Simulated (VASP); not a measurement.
A run of VASP 6.6.1 is set up as follows.

POSCAR

```
Si
1.0
    2.5385966228      0.0000000000      0.0000000000
   -1.2692983114      2.1984891653      0.0000000000
    0.0000000000      0.0000000000      2.6281527546
Si
1
Direct
    0.0000000000      0.0000000000      0.0000000000
```

The input INCAR.step1:

```
SYSTEM = Si
ALGO = Normal
EDIFF = 1E-4
ENCUT = 520
GGA = PE
ISMEAR = 0
LASPH = .TRUE.
LCHARG = .FALSE.
LREAL = .FALSE.
LWAVE = .TRUE.
NBANDS = 8
NELM = 60
PREC = Accurate
SIGMA = 0.15
```

File INCAR.step2:

```
SYSTEM = Si
ALGO = Normal
EDIFF = 1E-6
ENCUT = 520
ISIF = 2
ISMEAR = 0
ISTART = 1
LASPH = .TRUE.
LCHARG = .FALSE.
LMIXTAU = .TRUE.
LREAL = .FALSE.
LWAVE = .FALSE.
METAGGA = R2SCAN
NBANDS = 8
NELM = 60
PREC = Accurate
SIGMA = 0.15
```

The input KPOINTS:

```
k-points
0
G
  24 24 22
  0 0 0
```

Potentials or basis: VASP PAW PBE potentials, release 64 (Si).

Command:

```console
$ cat potpaw_PBE.64/Si/POTCAR > POTCAR
$ cp INCAR.step1 INCAR
$ mpirun -np 1 vasp_std > vasp.out
$ cp INCAR.step2 INCAR
$ mpirun -np 1 vasp_std > vasp.out
```

**Question.** What does it give for the pressure?

**Answer.** 2.6 GPa.

**Question.** What does it give for the band gap on the k mesh?

**Answer.** Zero (band 2 reaches 15.64 eV, above the bottom of band 3 at 5.04 eV).

Stress tensor (GPa, compression positive):
```
 10.06   0.00   0.00
  0.00  10.06   0.00
  0.00   0.00 -12.32
```

Caveat: the PAW data sets were made with another functional, which shifts forces and pressure a little.
